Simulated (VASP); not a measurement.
Runs of VASP 6.6.1 on LiCl. Symmetry: F-43m, No. 216, cubic system. The conventional cell has a = 5.466 Å, b = 5.466 Å, c = 5.466 Å, α = 90.00°, β = 90.00°, γ = 90.00°. Li (site symmetry -43m) has 4 Cl at 2.37 Å within 3.1 Å. Within 3.1 Å of Cl (site symmetry -43m) lie 4 Li at 2.37 Å. 

```csv
task,level,potentials or basis,cutoff (eV),grid for exact exchange (PRECFOCK),screening parameter,GW scheme,GW iterations,cutoff of the response function,gap on the mesh (eV)
single point,HSE06,"VASP PAW PBE potentials, release 64 (Li_sv, Cl)",520,Normal,0.2079 1/Å,-,-,-,7.39
single point,LDA,"VASP PAW LDA potentials, release 64 (Li_sv, Cl)",520,-,-,-,-,-,5.64
single point,PBE,"VASP PAW PBE potentials, release 64 (Li_sv, Cl)",520,-,-,-,-,-,(a)
single point,r2SCAN,"VASP PAW PBE potentials, release 64 (Li_sv, Cl)",520,-,-,-,-,-,6.77
```

Alike in all rows: no spin polarisation; cell a = 3.865 Å, angles 60.0°, 2 atoms; k mesh 4 × 4 × 4; smearing gaussian 0.01 eV.

Question: Estimate the missing entries.

Answer: (a) 6.05.

Caveats: all runs use coarse meshes.

A k mesh can miss the band edges.
